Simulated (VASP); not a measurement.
# Ta in VASP: notebook, part 2 of 2

VASP 6.6.1.

## (3) Single point, PBEsol-based global hybrid with 25 % exact exchange

File POSCAR:

```
Ta
1.0
    2.9003720726      0.0000000000      0.0000000000
   -1.4501860363      2.5117958953      0.0000000000
    0.0000000000      0.0000000000      5.1662740000
Ta
2
Direct
    0.3333333333      0.6666666667      0.2500000000
    0.6666666667      0.3333333333      0.7500000000
```

File INCAR.step1:

```
PREC = Accurate
ENCUT = 520
EDIFF = 1E-5
ISMEAR = -1
SIGMA = 0.05
LREAL = F
LASPH = T
NELM = 100
ALGO = Normal
ISIF = 2
LWAVE = T
GGA = PE
NBANDS = 18
```

File INCAR.step2:

```
PREC = Accurate
ENCUT = 520
EDIFF = 1E-6
ISMEAR = -1
SIGMA = 0.05
LREAL = F
LASPH = T
NELM = 100
ALGO = Normal
ISIF = 2
LWAVE = F
LCHARG = T
GGA = PS
LHFCALC = T
AEXX = 0.25
PRECFOCK = Normal
LELF = T
LVHAR = T
ISTART = 1
NBANDS = 18
```

File KPOINTS:

```
Automatic mesh
0
Gamma
  6 6 3
```

Potentials or basis: VASP PAW PBE potentials, release 64 (Ta_pv).

Command:

```
$ cat potpaw_PBE.64/Ta_pv/POTCAR > POTCAR
$ cp INCAR.step1 INCAR
$ mpirun -np 1 vasp_std > vasp.out
$ cp INCAR.step2 INCAR
$ mpirun -np 1 vasp_std > vasp.out
```

OUTCAR:

```text
PREC = Accurate
   ENCUT = 520
   EDIFF = 1E-6
   ISMEAR = -1
   LREAL = F
   LASPH = T
   NELM = 100
   ISIF = 2
   GGA = PS
   LHFCALC = T
   AEXX = 0.25
   PRECFOCK = Normal
   ISTART = 1

 ion  position               nearest neighbor table
   1  0.333  0.667  0.250-   2 3.08   2 3.08   2 3.08   2 3.08   2 3.08   2 3.08
   2  0.667  0.333  0.750-   1 3.08   1 3.08   1 3.08   1 3.08   1 3.08   1 3.08

  LATTYP: Found a hexagonal cell.
 ALAT       =     2.9003720726
 C/A-ratio  =     1.7812452577

  Lattice vectors:

 A1 = (   2.9003720726,   0.0000000000,   0.0000000000)
 A2 = (  -1.4501860363,   2.5117958953,   0.0000000000)
 A3 = (   0.0000000000,   0.0000000000,   5.1662740000)

Analysis of symmetry for initial positions (statically):
=====================================================================
 Subroutine PRICEL returns:
 Original cell was already a primitive cell.

 Routine SETGRP: Setting up the symmetry group for a
 hexagonal supercell.

 Subroutine GETGRP returns: Found 24 space group operations
 (whereof 12 operations were pure point group operations)
 out of a pool of 24 trial point group operations.

The static configuration has the point symmetry D_3d.
 The point group associated with its full space group is D_6h.

Analysis of symmetry for dynamics (positions and initial velocities):
=====================================================================
 Subroutine PRICEL returns:
 Original cell was already a primitive cell.

 Routine SETGRP: Setting up the symmetry group for a
 hexagonal supercell.

 Subroutine GETGRP returns: Found 24 space group operations
 (whereof 12 operations were pure point group operations)
 out of a pool of 24 trial point group operations.

The dynamic configuration has the point symmetry D_3d.
 The point group associated with its full space group is D_6h.

 Subroutine INISYM returns: Found 24 space group operations
 (whereof 12 operations are pure point group operations),
 and found     1 'primitive' translations

----------------------------------------------------------------------------------------

                                     Primitive cell

  volume of cell :      37.6370

  direct lattice vectors                    reciprocal lattice vectors
     2.900372073  0.000000000  0.000000000     0.344783350  0.199060760  0.000000000
    -1.450186036  2.511795895  0.000000000     0.000000000  0.398121520  0.000000000
     0.000000000  0.000000000  5.166274000     0.000000000  0.000000000  0.193563098

  length of vectors
     2.900372073  2.900372073  5.166274000     0.398121520  0.398121520  0.193563098

  position of ions in fractional coordinates (direct lattice)
     0.333333333  0.666666667  0.250000000
     0.666666667  0.333333333  0.750000000

  ion indices of the primitive-cell ions
   primitive index   ion index
                 1           1
                 2           2

[... 29 lines left out ...]
  0.166667  0.000000  0.000000      6.000000
  0.333333 -0.000000  0.000000      6.000000
  0.500000  0.000000  0.000000      3.000000
  0.166667  0.166667  0.000000      6.000000
  0.333333  0.166667  0.000000     12.000000
  0.333333  0.333333  0.000000      2.000000
  0.000000  0.000000  0.333333      2.000000
  0.166667  0.000000  0.333333     12.000000
  0.333333 -0.000000  0.333333     12.000000
  0.500000  0.000000  0.333333      6.000000
  0.166667  0.166667  0.333333     12.000000
  0.333333  0.166667  0.333333     24.000000
  0.333333  0.333333  0.333333      4.000000
   k-points           NKPTS =     14   k-points in BZ     NKDIM =    108   number of bands    NBANDS=     18
   number of dos      NEDOS =    301   number of ions     NIONS =      2
   total plane-waves  NPLWV =  23040
   dimension x,y,z NGX =    24 NGY =   24 NGZ =   40
   dimension x,y,z NGXF=    48 NGYF=   48 NGZF=   80
   ions per type =               2
   NGX,Y,Z   is equivalent  to a cutoff of  13.76, 13.76, 12.87 a.u.
   NGXF,Y,Z  is equivalent  to a cutoff of  27.51, 27.51, 25.74 a.u.
 SYSTEM =  unknown system
   PREC   = accura    normal or accurate (medium, high low for compatibility)
   ISTART =      1    job   : 0-new  1-cont  2-samecut
   ICHARG =      0    charge: 1-file 2-atom 10-const
   ISPIN  =      1    spin polarized calculation?
   LNONCOLLINEAR =      F non collinear calculations
   LSORBIT =      F    spin-orbit coupling
   LASPH  =      T    aspherical Exc in radial PAW
   ENCUT  =  520.0 eV  38.22 Ry    6.18 a.u.   5.39  5.39  9.61*2*pi/ulx,y,z
   NELM   =    100;   NELMIN=  2; NELMDL=  0     # of ELM steps
   EDIFF  = 0.1E-05   stopping-criterion for ELM
   LREAL  =      F    real-space projection
   EDIFFG = 0.1E-04   stopping-criterion for IOM
   NSW    =      0    number of steps for IOM
   IBRION =     -1    ionic relax: 0-MD 1-quasi-New 2-CG
   NFREE  =      0    steps in history (QN), initial steepest desc. (CG)
   ISIF   =      2    stress and relaxation
   ISYM   =      3    0-nonsym 1-usesym 2-fastsym
   POTIM  = 0.5000    time-step for ionic-motion
   TEBEG  =    0.0;   TEEND  =   0.0 temperature during run
   PSTRESS=    0.0 pullay stress
   NELECT =      22.0000    total number of electrons
   NUPDOWN=      -1.0000    fix difference up-down
   EMIN   =  10.00;   EMAX   =-10.00  energy-range for DOS
   EFERMI =   0.00;   METHOD = LEGACY
   ISMEAR =    -1;   SIGMA  =   0.05  broadening in eV -4-tet -1-fermi 0-gaus
   EFERMI_NEDOS =   21; number of points for ismear=-14 and -15
   IALGO  =     38    algorithm
   IMIX   =      1    mixing-type and parameters
     AMIX     =   0.40;   BMIX     =  1.00
     AMIX_MAG =   1.60;   BMIX_MAG =  1.00
  volume/ion in A,a.u.               =      18.82       126.99
  Fermi-wavevector in a.u.,A,eV,Ry     =   1.368812  2.586680 25.492516  1.873647
  Thomas-Fermi vector in A             =   2.494743
   LORBIT       =      0    0 simple, 1 ext, 2 COOP (PROOUT), +10 PAW based schemes
   GGA     = PS    functional components
   LHFCALC =     T    Hartree Fock is set to
   PRECFOCK=normal    Normal, Fast or Accurate (Low or Medium for compatibility)
   ENCUT4O =  -1.0   cutoff for four orbital integrals eV
   NKREDX  =     1    reduce k-point grid by
   NKREDY  =     1    reduce k-point grid by
   NKREDZ  =     1    reduce k-point grid by
   AEXX    =    0.2500 exact exchange contribution
   HFSCREEN=    0.0000 screening length (either q_TF or 0.3 A-1)
   HFSCREENC=   0.0000 screening length for correlation (either q_TF or 0.3 A-1)
   ENCUTFOCK=  -1.0 apply spherical cutoff to Coloumb kernel
   IVDW    =     0    specifies the selected vdW correction
   LEPSILON=     F    determine dielectric tensor
   LRPA    =     F    only Hartree local field effects (RPA)
 non-spin polarized calculation
  energy-cutoff  :      520.00
  volume of cell :       37.64
 maximum number of plane-waves:      1045
 NGX is ok and might be reduce to    24
  NGX = 18; NGY = 18; NGZ = 30

 number of electron      22.0000003 magnetization

 Free energy of the ion-electron system (eV)
  ---------------------------------------------------
  ext. energy  EPLUGINS =         0.00000000
  ---------------------------------------------------
  free energy    TOTEN  =       -29.54148836 eV

  energy without entropy =      -29.53497996  energy(sigma->0) =      -29.53823416

 E-fermi :   5.1387     XC(G=0):  -9.8057

 val. band max:        5.0826055994   @ k =   0.3333  -0.0000   0.3333
 cond. band min:       5.6856903557   @ k =   0.3333   0.1667   0.3333
 fundamental gap:      0.6030847563
 Fermi energy:         5.1387288521

 k-point     1 :       0.0000    0.0000    0.0000
  band No.  band energies     occupation
      1     -32.1869      2.00000
      2     -31.2285      2.00000
      3     -31.1259      2.00000
      4     -31.1259      2.00000
      5     -31.0376      2.00000
      6     -31.0376      2.00000
[... 271 lines left out ...]
      5     -31.4011      2.00000
      6     -31.4011      2.00000
[... 10 lines left out ...]
     17      14.4987      0.00000
     18      14.4987      0.00000

------------------------ aborting loop because EDIFF is reached ----------------------------------------

  FORCE on cell =-STRESS in cart. coord.  units (eV):
  Direction    XX          YY          ZZ          XY          YZ          ZX
  --------------------------------------------------------------------------------------
  -------------------------------------------------------------------------------------
  Total       -2.3227573     -2.3227573     -2.1441070      0.0000000      0.0000000      0.0000000
  in kB      -98.8778300    -98.8778300    -91.2728343      0.0000000      0.0000000      0.0000000
  external PRESSURE =     -96.3428314 kB  Pullay stress =       0.0000000 kB

 VOLUME and BASIS-vectors are now :
 -----------------------------------------------------------------------------
  energy-cutoff  :      520.00
  volume of cell :       37.64
      direct lattice vectors                 reciprocal lattice vectors
     2.900372073  0.000000000  0.000000000     0.344783350  0.199060760  0.000000000
    -1.450186036  2.511795895  0.000000000     0.000000000  0.398121520  0.000000000
     0.000000000  0.000000000  5.166274000     0.000000000  0.000000000  0.193563098

 POSITION                                       TOTAL-FORCE (eV/Angst)
 -----------------------------------------------------------------------------------
     -0.00000      1.67453      1.29157         0.000000     -0.000000      0.000000
      1.45019      0.83727      3.87471        -0.000000      0.000000     -0.000000
 -----------------------------------------------------------------------------------
    total drift:                                0.000000      0.000000      0.000000

  FREE ENERGIE OF THE ION-ELECTRON SYSTEM (eV)
  ---------------------------------------------------
  free  energy   TOTEN  =       -29.5414883558 eV

  energy  without entropy=      -29.5349799615  energy(sigma->0) =      -29.53823416
```

OSZICAR.step1:

```text
N       E                     dE             d eps       ncg     rms          rms(c)
DAV:   1     0.164085242343E+03    0.16409E+03   -0.12632E+04   504   0.126E+03
DAV:   2    -0.200622127958E+02   -0.18415E+03   -0.18152E+03   612   0.347E+02
DAV:   3    -0.239716394345E+02   -0.39094E+01   -0.38628E+01   612   0.484E+01
DAV:   4    -0.239981292511E+02   -0.26490E-01   -0.26462E-01   574   0.427E+00
DAV:   5    -0.239983353455E+02   -0.20609E-03   -0.20607E-03   568   0.358E-01    0.176E+01
DAV:   6    -0.232943469836E+02    0.70399E+00   -0.76251E-01   544   0.767E+00    0.851E+00
DAV:   7    -0.230769680742E+02    0.21738E+00   -0.66312E-01   572   0.676E+00    0.513E-01
DAV:   8    -0.230744809587E+02    0.24871E-02   -0.10489E-02   564   0.884E-01    0.146E-01
DAV:   9    -0.230744644125E+02    0.16546E-04   -0.27995E-04   592   0.144E-01    0.482E-02
DAV:  10    -0.230744488046E+02    0.15608E-04   -0.35325E-05   538   0.486E-02    0.656E-03
DAV:  11    -0.230744485164E+02    0.28815E-06   -0.29503E-06   260   0.145E-02
   1 F= -.23074449E+02 E0= -.23063779E+02  d E =-.213391E-01
```

Run time: 16 min. Hardware: 1 thread of AMD EPYC 9R45 (Zen 5), shared host; peak memory 0.14 GiB.

What came out:

| Property | Result |
| --- | --- |
| Free energy | -29.5415 eV |
| Pressure | -9.6 GPa |
| Band gap on the k mesh | zero (bands 11 and 12 overlap by 2.44 eV) |

Stress tensor (GPa, compression positive):
```
-9.89  0.00  0.00
 0.00 -9.89  0.00
 0.00  0.00 -9.13
```

Levels at points of the mesh, in eV from the Fermi level:
| k point | band 8 | band 9 | band 10 | band 11 | band 12 | band 13 | band 14 | band 15 |
| --- | --- | --- | --- | --- | --- | --- | --- | --- |
| (0.00, 0.00, 0.00) | -5.96 | -0.84 | -0.76 | 1.44 | 1.44 | 2.20 | 2.20 | 4.31 |
| (0.50, 0.00, 0.00) | -4.72 | -4.02 | -0.97 | -0.49 | 1.11 | 1.94 | 7.00 | 7.82 |

Caveat: the k points lie up to 0.42 Å⁻¹ apart, too coarse for converged energies and pressures of a metal; the PAW data sets were made with another functional, which shifts forces and pressure a little; spin-orbit coupling is left out, which moves the levels of the heavy elements.

## (4) Single point, PBEsol, non-collinear spin, zero start, spin-orbit coupling

File INCAR:

```
SYSTEM = Ta
ALGO = Normal
EDIFF = 1E-6
ENCUT = 520
GGA = PS
GGA_COMPAT = .FALSE.
ISIF = 2
ISMEAR = -1
LASPH = .TRUE.
LCHARG = .TRUE.
LMAXMIX = 4
LNONCOLLINEAR = .TRUE.
LORBIT = 11
LORBMOM = .TRUE.
LREAL = .FALSE.
LSORBIT = .TRUE.
LVHAR = .TRUE.
LWAVE = .FALSE.
MAGMOM = 0 0 0 0 0 0
NBANDS = 34
NELM = 150
PREC = Accurate
SIGMA = 0.05
```

File KPOINTS:

```
k-points
0
G
  11 11 5
  0 0 0
```

POSCAR is that of step 3.

Command:

```
$ cat potpaw_PBE.64/Ta_pv/POTCAR > POTCAR
$ mpirun -np 1 vasp_ncl > vasp.out
```

It took 3.2 min on 1 thread of Intel Xeon 8259CL, shared host; peak memory 0.29 GiB.

The run converged. Its results:

```yaml
Free_energy: -25.9595 eV
Pressure: -7.4 GPa
Net_moment: 0.00 μB per cell
Valence_electrons_inside_the_program's_atomic_spheres: Ta 8.88
```

Stress tensor (GPa, compression positive):
```
-7.82  0.00  0.00
 0.00 -7.82  0.00
 0.00  0.00 -6.51
```

Moments on the atoms (μB; x, y, z):
```
Ta  0.00 0.00 0.00
Ta  0.00 0.00 0.00
```

Caveat: the cell stands under tension; the PAW data sets were made with another functional, which shifts forces and pressure a little.

## (5) Single point, LDA (atoms moved at random)

File INCAR:

```
PREC = Accurate ; ENCUT = 520
EDIFF = 1E-7 ; ISMEAR = 1
SIGMA = 0.2 ; LREAL = F
LASPH = T ; NELM = 80
ALGO = Fast ; ISIF = 2
LWAVE = F ; LCHARG = T
LELF = T ; LVHAR = T
NBANDS = 18
```

File KPOINTS:

```
regular mesh
0
Gamma
  11 11 5
```

File POSCAR:

```
Ta
1.0
    2.9003720726      0.0000000000      0.0000000000
   -1.4501860363      2.5117958953      0.0000000000
    0.0000000000      0.0000000000      5.1662740000
Ta
2
Direct
    0.3272220000      0.6655920000      0.2582360000
    0.6591940000      0.3319330000      0.7580520000
```

Potentials or basis: VASP PAW LDA potentials, release 64 (Ta_pv).

Command:

```
$ cat potpaw_LDA.64/Ta_pv/POTCAR > POTCAR
$ mpirun -np 1 vasp_std > vasp.out
```

OUTCAR:

```text
PREC = Accurate
   ENCUT = 520
   EDIFF = 1E-7
   ISMEAR = 1
   LREAL = F
   LASPH = T
   NELM = 80
   ISIF = 2

 ion  position               nearest neighbor table
   1  0.327  0.666  0.258-   2 3.08   2 3.08   2 3.08   2 3.08   2 3.08   2 3.08
   2  0.659  0.332  0.758-   1 3.08   1 3.08   1 3.08   1 3.08   1 3.08   1 3.08

  LATTYP: Found a hexagonal cell.
 ALAT       =     2.9003720726
 C/A-ratio  =     1.7812452577

  Lattice vectors:
[... 693 lines left out ...]

 [... further k-points ...]

------------------------ aborting loop because EDIFF is reached ----------------------------------------

  FORCE on cell =-STRESS in cart. coord.  units (eV):
  Direction    XX          YY          ZZ          XY          YZ          ZX
  --------------------------------------------------------------------------------------
  -------------------------------------------------------------------------------------
  Total       -2.9367977     -2.9306037     -2.1783445     -0.0129132     -0.0000025      0.0000138
  in kB     -125.0170110   -124.7533376    -92.7302946     -0.5497025     -0.0001079      0.0005855
  external PRESSURE =    -114.1668811 kB  Pullay stress =       0.0000000 kB

 VOLUME and BASIS-vectors are now :
 -----------------------------------------------------------------------------
  energy-cutoff  :      520.00
  volume of cell :       37.64
      direct lattice vectors                 reciprocal lattice vectors
     2.900372073  0.000000000  0.000000000     0.344783350  0.199060760  0.000000000
    -1.450186036  2.511795895  0.000000000     0.000000000  0.398121520  0.000000000
     0.000000000  0.000000000  5.166274000     0.000000000  0.000000000  0.193563098

 POSITION                                       TOTAL-FORCE (eV/Angst)
 -----------------------------------------------------------------------------------
     -0.01617      1.67183      1.33412         0.003804      0.000922     -0.009483
      1.43054      0.83375      3.91630        -0.003804     -0.000922      0.009483
 -----------------------------------------------------------------------------------
    total drift:                                0.000015      0.000003     -0.000006

  FREE ENERGIE OF THE ION-ELECTRON SYSTEM (eV)
  ---------------------------------------------------
  free  energy   TOTEN  =       -24.9796452690 eV

  energy  without entropy=      -24.9835231369  energy(sigma->0) =      -24.98093789
```

OSZICAR:

```text
N       E                     dE             d eps       ncg     rms          rms(c)
DAV:   1     0.168639228503E+03    0.16864E+03   -0.12785E+04 10908   0.126E+03
DAV:   2    -0.217409239847E+02   -0.19038E+03   -0.18730E+03 13474   0.354E+02
DAV:   3    -0.259645286907E+02   -0.42236E+01   -0.41540E+01 13052   0.495E+01
DAV:   4    -0.259976951441E+02   -0.33166E-01   -0.33099E-01 12570   0.449E+00
DAV:   5    -0.259979445805E+02   -0.24944E-03   -0.24942E-03 12302   0.378E-01    0.175E+01
RMM:   6    -0.252149102742E+02    0.78303E+00   -0.75336E-01 11059   0.623E+00    0.826E+00
RMM:   7    -0.249795648694E+02    0.23535E+00   -0.86664E-01 12325   0.608E+00    0.506E-01
RMM:   8    -0.249790519176E+02    0.51295E-03   -0.44782E-02 13361   0.149E+00    0.436E-01
RMM:   9    -0.249799396910E+02   -0.88777E-03   -0.11885E-02 13571   0.618E-01    0.264E-01
RMM:  10    -0.249796311160E+02    0.30858E-03   -0.27202E-03 12120   0.388E-01    0.856E-02
RMM:  11    -0.249796389304E+02   -0.78144E-05   -0.33619E-04 14808   0.122E-01    0.232E-02
RMM:  12    -0.249796448260E+02   -0.58957E-05   -0.56573E-05 15170   0.524E-02    0.248E-02
RMM:  13    -0.249796452319E+02   -0.40583E-06   -0.78079E-06 13970   0.162E-02    0.205E-02
RMM:  14    -0.249796454279E+02   -0.19606E-06   -0.15611E-06 13257   0.638E-03    0.118E-02
RMM:  15    -0.249796452574E+02    0.17049E-06   -0.96993E-07 12595   0.682E-03    0.255E-03
RMM:  16    -0.249796452690E+02   -0.11585E-07   -0.12737E-07  8471   0.182E-03
   1 F= -.24979645E+02 E0= -.24980938E+02  d E =0.387787E-02
```

stdout:

```text
POSCAR found type information on POSCAR Ta
 POSCAR found :  1 types and       2 ions
 scaLAPACK will be used
 LDA part: xc-table for (Slater(with rela. corr.)+CA(PZ))
 , standard interpolation
 POSCAR, INCAR and KPOINTS ok, starting setup
 FFT: planning ... GRIDC
 FFT: planning ... GRID_SOFT
 FFT: planning ... GRID
 WAVECAR not read
 entering main loop
```

It took 3.5 min on 1 thread of Intel Xeon 8259CL, shared host; peak memory 0.28 GiB.

Results:

- Free energy: -24.9796 eV
- Pressure: -11.4 GPa
- Largest force: 0.010 eV/Å
- Band gap on the k mesh: zero (bands 11 and 12 overlap by 1.53 eV)

Forces in eV/Å, atoms in the order of the input:
```
Ta   0.004  0.001 -0.009
Ta  -0.004 -0.001  0.009
```

Stress tensor (GPa, compression positive):
```
-12.50  -0.05   0.00
 -0.05 -12.48   0.00
  0.00   0.00  -9.27
```

Caveat: the cell differs from its parent crystal (atoms moved at random); the cell stands under tension; spin-orbit coupling is left out, which moves the levels of the heavy elements.

## (6) Summary

```tsv
level	potentials or basis	spin	k mesh	smearing	grid for exact exchange (PRECFOCK)	share of exact exchange	gap on the mesh (eV)	pressure (GPa)
PBE0	VASP PAW PBE potentials, release 64 (Ta_pv)	off	6 × 6 × 3	fermi-dirac 0.05 eV	Normal	0.25	none	-5.1
PBEsol-based global hybrid with 25 % exact exchange	VASP PAW PBE potentials, release 64 (Ta_pv)	off	6 × 6 × 3	fermi-dirac 0.05 eV	Normal	0.25	none	-9.6
PBEsol	VASP PAW PBE potentials, release 64 (Ta_pv)	non-collinear, zero start, SOC	11 × 11 × 5	fermi-dirac 0.05 eV	-	-	-	-7.4
LDA	VASP PAW LDA potentials, release 64 (Ta_pv)	off	11 × 11 × 5	methfessel-paxton 0.2 eV	-	-	none	-11.4
```

Some of these runs hold the atoms at other places in the same cell, which the table doesn't show; runs alike in all that it shows share one row.

Alike in all rows: task single point; cell as given; cutoff (eV) 520.

Caveats: some runs use coarse meshes; the PAW data sets were made with another functional, which shifts forces and pressure a little (at least some runs); spin-orbit coupling is left out, which moves the levels of the heavy elements (at least some runs); the cell stands under tension (at least some runs).

Absolute energies hang on the potentials; compare differences alone.
